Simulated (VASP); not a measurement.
## MgF2: electric field gradients with PBE

The system is MgF2.

```
CELL_PARAMETERS angstrom
4.61520 0.00000 0.00000
0.00000 4.61520 0.00000
0.00000 0.00000 3.04778
ATOMIC_POSITIONS crystal
Mg 0.50000 0.50000 0.50000
Mg 0.00000 0.00000 0.00000
F 0.69708 0.69708 0.00000
F 0.80292 0.19708 0.50000
F 0.30292 0.30292 0.00000
F 0.19708 0.80292 0.50000
```

| Item | Value |
| --- | --- |
| Program | VASP 6.6.1 |
| Task | electric field gradients |
| Functional | PBE |
| Potentials or basis | VASP PAW PBE potentials, release 64 (Mg, F) |
| Cutoff | 520 eV |
| k mesh | 7 × 7 × 11 |
| Occupations | fermi-dirac, width 0.01 eV |
| Spin | no spin polarisation |
| Dipole correction | no |
| Further INCAR settings | ALGO = Normal; EDIFF = 1e-08; NBANDS = 25 |

The pressure is 4.3 GPa and the largest force is 0.023 eV/Å. The band gap on the k mesh is 7.13 eV and the largest electric field gradient by atom is Mg +6.6; F -48.1 V/Å².

Forces in eV/Å, atoms in the order of the input:
```
Mg   0.000  0.000  0.000
Mg   0.000  0.000  0.000
F    0.016  0.016  0.000
F   -0.016  0.016  0.000
F   -0.016 -0.016  0.000
F    0.016 -0.016  0.000
```

Stress tensor (GPa, compression positive):
```
4.25 0.00 0.00
0.00 4.25 0.00
0.00 0.00 4.45
```

Levels at points of the mesh, in eV from the valence-band top:
| k point | band 14 | band 15 | band 16 | band 17 | band 18 | band 19 |
| --- | --- | --- | --- | --- | --- | --- |
| (0.00, 0.00, 0.00) | -0.32 | -0.32 | 0.00 | 7.13 | 12.28 | 12.28 |

Electric field gradients, principal values (V/Å²):
```
atom   least  middle  greatest (by size)
1 Mg  -1.867  -4.763               6.630
2 Mg  -1.867  -4.763               6.630
 3 F  16.248  31.860             -48.108
 4 F  16.248  31.860             -48.108
 5 F  16.248  31.860             -48.108
 6 F  16.248  31.860             -48.108
```

Wall time 56 s on 1 thread of Oxide Virtual Turin-like Processor (shared host), peak memory 0.19 GiB.

Caveat: the cell stands under pressure; without QUAD_EFG the Cq values of the log hold for a quadrupole moment of 1 mb, not for the nuclei. A k mesh can miss the band edges.
